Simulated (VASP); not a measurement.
# Ni2Cl (F-43m) in VASP: further runs

The runs below take Ni2Cl through single point, with PBE.

Program: VASP 6.6.1. These are calculated values, not measurements. Logs are shortened: lines on timing, memory, paths and dates and some standing lists are left out, and cuts for length are marked.

### Step 1. The cell of the first run

It takes space group F-43m (No. 216, cubic). Conventional cell: a = 5.654 Å, b = 5.654 Å, c = 5.654 Å, α = 90.00°, β = 90.00°, γ = 90.00°. Ni (site symmetry -43m) has 4 Ni at 2.45 Å and 4 Cl at 2.45 Å within 3.2 Å. Ni (site symmetry -43m) has 4 Ni at 2.45 Å and 6 Cl at 2.83 Å within 3.2 Å. Within 3.2 Å of Cl (site symmetry -43m) lie 10 Ni at 2.45 to 2.83 Å.

The cell was built from a structure type or drawn by symmetry, and may not be a known phase.

### Step 2. Single point, PBE, collinear spin, ferromagnetic start

INCAR

```
PREC     = Accurate       # precision mode
ENCUT    = 520            # plane-wave cutoff, eV
EDIFF    = 1E-6           # SCF threshold, eV
ISMEAR   = 0              # smearing method
SIGMA    = 0.1            # smearing width, eV
LREAL    = False          # projectors in reciprocal space
LASPH    = True           # aspherical terms in the spheres
NELM     = 150            # most SCF steps
ALGO     = Normal         # electronic algorithm
ISIF     = 2              # what is computed and relaxed
LWAVE    = False          # write WAVECAR
LCHARG   = False          # write CHGCAR
ISPIN    = 2              # spin polarisation
MAGMOM   = 2 2 0          # initial moments
LORBIT   = 11             # projections on sites
LMAXMIX  = 4              # l up to which the mixer works
GGA      = PE             # functional
NBANDS   = 24             # bands
```

KPOINTS

```
Automatic mesh
0
Gamma
  6 6 6
```

POSCAR

```
Ni2Cl
1.0
    0.0000000000      2.8269280200      2.8269280200
    2.8269280200      0.0000000000      2.8269280200
    2.8269280200      2.8269280200      0.0000000000
Ni Cl
2 1
Direct
    0.7500000000      0.7500000000      0.7500000000
    0.5000000000      0.5000000000      0.5000000000
    0.0000000000      0.0000000000      0.0000000000
```

Potentials or basis: VASP PAW PBE potentials, release 64 (Ni, Cl).

The run is started by

```console
$ cat potpaw_PBE.64/Ni/POTCAR potpaw_PBE.64/Cl/POTCAR > POTCAR
$ mpirun -np 1 vasp_std > vasp.out
```

OUTCAR:

```text
PREC = Accurate
   ENCUT = 520
   EDIFF = 1E-6
   ISMEAR = 0
   LREAL = False
   LASPH = True
   NELM = 150
   ISIF = 2
   ISPIN = 2
   LORBIT = 11
   GGA = PE

 ion  position               nearest neighbor table
   1  0.750  0.750  0.750-   2 2.45   2 2.45   2 2.45   3 2.45   3 2.45   3 2.45   3 2.45   2 2.45

   2  0.500  0.500  0.500-   1 2.45   1 2.45   1 2.45   1 2.45   3 2.83   3 2.83   3 2.83   3 2.83
                             3 2.83   3 2.83
   3  0.000  0.000  0.000-   1 2.45   1 2.45   1 2.45   1 2.45   2 2.83   2 2.83   2 2.83   2 2.83
                             2 2.83   2 2.83

  LATTYP: Found a face centered cubic cell.
 ALAT       =     5.6538560400

  Lattice vectors:

 A1 = (   0.0000000000,   2.8269280200,   2.8269280200)
 A2 = (   2.8269280200,   0.0000000000,   2.8269280200)
 A3 = (   2.8269280200,   2.8269280200,   0.0000000000)

Analysis of symmetry for initial positions (statically):
=====================================================================
 Subroutine PRICEL returns:
 Original cell was already a primitive cell.

 Routine SETGRP: Setting up the symmetry group for a
 face centered cubic supercell.

 Subroutine GETGRP returns: Found 24 space group operations
 (whereof 24 operations were pure point group operations)
 out of a pool of 48 trial point group operations.

The static configuration has the point symmetry T_d .

Analysis of symmetry for dynamics (positions and initial velocities):
=====================================================================
 Subroutine PRICEL returns:
 Original cell was already a primitive cell.

 Routine SETGRP: Setting up the symmetry group for a
 face centered cubic supercell.

 Subroutine GETGRP returns: Found 24 space group operations
 (whereof 24 operations were pure point group operations)
 out of a pool of 48 trial point group operations.

The dynamic configuration has the point symmetry T_d .

Analysis of structural, dynamic, and magnetic symmetry:
=====================================================================
 Subroutine PRICEL returns:
 Original cell was already a primitive cell.

 Routine SETGRP: Setting up the symmetry group for a
 face centered cubic supercell.

 Subroutine GETGRP returns: Found 24 space group operations
 (whereof 24 operations were pure point group operations)
 out of a pool of 48 trial point group operations.

[... 115 lines left out ...]
  Fermi-wavevector in a.u.,A,eV,Ry     =   1.378917  2.605775 25.870267  1.901411
  Thomas-Fermi vector in A             =   2.503934
   LORBIT       =     11    0 simple, 1 ext, 2 COOP (PROOUT), +10 PAW based schemes
   GGA     = PE    functional components
   LHFCALC =     F    Hartree Fock is set to
   AEXX    =    0.0000 exact exchange contribution
   IVDW    =     0    specifies the selected vdW correction
   LEPSILON=     F    determine dielectric tensor
   LRPA    =     F    only Hartree local field effects (RPA)
 spin polarized calculation
 Gauss-broadening in eV      SIGMA  =   0.10
  energy-cutoff  :      520.00
  volume of cell :       45.18
 maximum number of plane-waves:      1243
 NGX is ok and might be reduce to    30
   NGX = 15   NGY = 15   NGZ = 15

 number of electron      26.9999992 magnetization       1.3121948

 Free energy of the ion-electron system (eV)
  ---------------------------------------------------
  ext. energy  EPLUGINS =         0.00000000
  ---------------------------------------------------
  free energy    TOTEN  =       -10.98051918 eV

  energy without entropy =      -10.93469894  energy(sigma->0) =      -10.95760906

 E-fermi :   7.1217     XC(G=0): -11.1148

 val. band max:        7.1208215031   @ k =  -0.3333   0.5000   0.1667
 cond. band min:       7.1246234814   @ k =  -0.3333   0.3333   0.0000
 fundamental gap:      0.0038019782
 Fermi energy:         7.1217115525

 spin component 1

 k-point     1 :       0.0000    0.0000    0.0000
  band No.  band energies     occupation
      1     -10.7756      1.00000
      2       1.2062      1.00000
      3       1.2062      1.00000
      4       1.2062      1.00000
      5       4.1582      1.00000
      6       4.4190      1.00000
[... 421 lines left out ...]
     23      21.6838      0.00000
     24      23.2343      0.00000
 Fermi energy:         7.1217115525

 spin component 2

 k-point     1 :       0.0000    0.0000    0.0000
  band No.  band energies     occupation
      1     -10.7479      1.00000
      2       1.3138      1.00000
      3       1.3139      1.00000
      4       1.3139      1.00000
      5       4.1911      1.00000
      6       4.7978      1.00000
[... 421 lines left out ...]
     23      21.7226      0.00000
     24      23.2977      0.00000

------------------------ aborting loop because EDIFF is reached ----------------------------------------

  FORCE on cell =-STRESS in cart. coord.  units (eV):
  Direction    XX          YY          ZZ          XY          YZ          ZX
  --------------------------------------------------------------------------------------
  -------------------------------------------------------------------------------------
  Total        0.2944497      0.2944497      0.2944497     -0.0000000      0.0000000     -0.0000000
  in kB       10.4411294     10.4411294     10.4411294     -0.0000000      0.0000000     -0.0000000
  external PRESSURE =      10.4411294 kB  Pullay stress =       0.0000000 kB

 VOLUME and BASIS-vectors are now :
 -----------------------------------------------------------------------------
  energy-cutoff  :      520.00
  volume of cell :       45.18
      direct lattice vectors                 reciprocal lattice vectors
     0.000000000  2.826928020  2.826928020    -0.176870439  0.176870439  0.176870439
     2.826928020  0.000000000  2.826928020     0.176870439 -0.176870439  0.176870439
     2.826928020  2.826928020  0.000000000     0.176870439  0.176870439 -0.176870439

 POSITION                                       TOTAL-FORCE (eV/Angst)
 -----------------------------------------------------------------------------------
      4.24039      4.24039      4.24039        -0.000000     -0.000000      0.000000
      2.82693      2.82693      2.82693         0.000000      0.000000     -0.000000
      0.00000      0.00000      0.00000         0.000000      0.000000     -0.000000
 -----------------------------------------------------------------------------------
    total drift:                               -0.000001     -0.000001     -0.000001

  FREE ENERGIE OF THE ION-ELECTRON SYSTEM (eV)
  ---------------------------------------------------
  free  energy   TOTEN  =       -10.9805191828 eV

  energy  without entropy=      -10.9346989436  energy(sigma->0) =      -10.95760906

 total charge

# of ion       s       p       d       tot
------------------------------------------
    1        0.384   0.347   8.463   9.194
    2        0.395   0.227   8.460   9.082
    3        1.630   3.362   0.000   4.992
--------------------------------------------------
tot          2.409   3.936  16.923  23.268

 magnetization (x)

# of ion       s       p       d       tot
------------------------------------------
    1       -0.013  -0.014   0.613   0.586
    2       -0.018  -0.004   0.744   0.721
    3        0.000   0.032   0.000   0.033
--------------------------------------------------
tot         -0.031   0.015   1.357   1.341
```

OSZICAR:

```text
N       E                     dE             d eps       ncg     rms          rms(c)
DAV:   1     0.164823173861E+03    0.16482E+03   -0.12054E+04  1552   0.134E+03
DAV:   2     0.108111386217E+01   -0.16374E+03   -0.15194E+03  1608   0.274E+02
DAV:   3    -0.109622290548E+02   -0.12043E+02   -0.11719E+02  1856   0.816E+01
DAV:   4    -0.111983034536E+02   -0.23607E+00   -0.23581E+00  1736   0.112E+01
DAV:   5    -0.112043874673E+02   -0.60840E-02   -0.60836E-02  1960   0.181E+00    0.256E+01
DAV:   6    -0.138647180606E+02   -0.26603E+01   -0.23163E+01  1856   0.755E+01    0.198E+01
DAV:   7    -0.115135212729E+02    0.23512E+01   -0.10136E+01  1808   0.717E+01    0.105E+01
DAV:   8    -0.112365991644E+02    0.27692E+00   -0.53215E+00  1976   0.458E+01    0.987E+00
DAV:   9    -0.109820594349E+02    0.25454E+00   -0.17927E+00  2184   0.196E+01    0.311E+00
DAV:  10    -0.109828159005E+02   -0.75647E-03   -0.12864E-01  2016   0.522E+00    0.156E+00
DAV:  11    -0.109805762311E+02    0.22397E-02   -0.21030E-02  1968   0.170E+00    0.401E-01
DAV:  12    -0.109804988145E+02    0.77417E-04   -0.34499E-03  2312   0.758E-01    0.237E-01
DAV:  13    -0.109805402930E+02   -0.41478E-04   -0.32866E-04  2208   0.324E-01    0.124E-01
DAV:  14    -0.109805102721E+02    0.30021E-04   -0.95798E-05  2080   0.177E-01    0.304E-02
DAV:  15    -0.109805170328E+02   -0.67608E-05   -0.23217E-05  1864   0.399E-02    0.195E-02
DAV:  16    -0.109805183441E+02   -0.13113E-05   -0.21547E-06  1464   0.213E-02    0.820E-03
DAV:  17    -0.109805191828E+02   -0.83861E-06   -0.10511E-06  1264   0.159E-02
   1 F= -.10980519E+02 E0= -.10957609E+02  d E =-.458202E-01  mag=     1.3122
```

stdout:

```text
POSCAR found type information on POSCAR NiCl
 POSCAR found :  2 types and       3 ions
 scaLAPACK will be used
 LDA part: xc-table for (Slater+PW92), standard interpolation
 POSCAR, INCAR and KPOINTS ok, starting setup
 FFT: planning ... GRIDC
 FFT: planning ... GRID_SOFT
 FFT: planning ... GRID
 WAVECAR not read
 entering main loop
```

Wall time 66 s (1 thread of AMD EPYC 7R13, shared host); peak memory 0.16 GiB.

Results:

* Free energy: -10.9805 eV
* Pressure: 1.0 GPa
* Net moment: 1.31 μB per cell
* Site moments: Ni +0.59, +0.72; Cl +0.03 μB
* Valence electrons inside the program's atomic spheres: Ni 9.19, 9.08; Cl 4.99

### Step 3. Single point, PBE, collinear spin, ferromagnetic start

This run uses another cell than the first one, of 15.25 Å³/atom.

INCAR

```
PREC = Accurate
ENCUT = 520
EDIFF = 1E-6
ISMEAR = 0
SIGMA = 0.1
LREAL = F
LASPH = T
NELM = 150
ALGO = Normal
ISIF = 2
LWAVE = F
LCHARG = T
ISPIN = 2
MAGMOM = 0.67 0.81 0
LORBIT = 11
LMAXMIX = 4
GGA = PE
LELF = T
LVHAR = T
NBANDS = 24
```

KPOINTS

```
Automatic mesh
0
Gamma
  14 14 14
```

POSCAR

```
Ni2Cl
1.0
    0.0000000000      2.8386004144      2.8386004144
    2.8386004144      0.0000000000      2.8386004144
    2.8386004144      2.8386004144      0.0000000000
Ni Cl
2 1
Direct
    0.7500000000      0.7500000000      0.7500000000
    0.5000000000      0.5000000000      0.5000000000
    0.0000000000      0.0000000000      0.0000000000
```

Potentials or basis: VASP PAW PBE potentials, release 64 (Ni, Cl).

The run is started by

```console
$ cat potpaw_PBE.64/Ni/POTCAR potpaw_PBE.64/Cl/POTCAR > POTCAR
$ mpirun -np 1 vasp_std > vasp.out
```

Wall time 7.4 min (1 thread of AMD EPYC 7R13, shared host); peak memory 0.27 GiB.

It converged, with:

```
Free energy                                           : -10.9858 eV
Pressure                                              : 0.0 GPa
Net moment                                            : 1.29 μB per cell
Site moments                                          : Ni +0.58, +0.72; Cl +0.03 μB
Valence electrons inside the program's atomic spheres : Ni 9.18, 9.07; Cl 4.99
```

Levels at points of the mesh, in eV from the Fermi level:
Spin up:
| k point | band 11 | band 12 | band 13 | band 14 | band 15 | band 16 | band 17 | band 18 |
| --- | --- | --- | --- | --- | --- | --- | --- | --- |
| (0.00, 0.00, 0.00) | -0.85 | -0.85 | -0.85 | -0.74 | -0.74 | 5.94 | 5.94 | 5.94 |
| (0.50, 0.00, 0.00) | -1.04 | -1.04 | -0.60 | -0.60 | 0.30 | 3.03 | 4.32 | 4.32 |
| (0.50, 0.50, 0.00) | -1.38 | -1.02 | -0.95 | -0.95 | 0.53 | 3.73 | 5.55 | 6.97 |
Spin down:
```tsv
k point	band 10	band 11	band 12	band 13	band 14	band 15
(0.00, 0.00, 0.00)	-1.49	-0.24	-0.24	-0.19	-0.19	-0.19
(0.50, 0.00, 0.00)	-0.46	-0.43	-0.43	0.09	0.09	0.35
(0.50, 0.50, 0.00)	-1.01	-0.96	-0.39	-0.08	-0.08	0.98
```

With open d or f shells a metallic result of PBE can be an artefact of self-interaction; +U or a hybrid may open a gap.
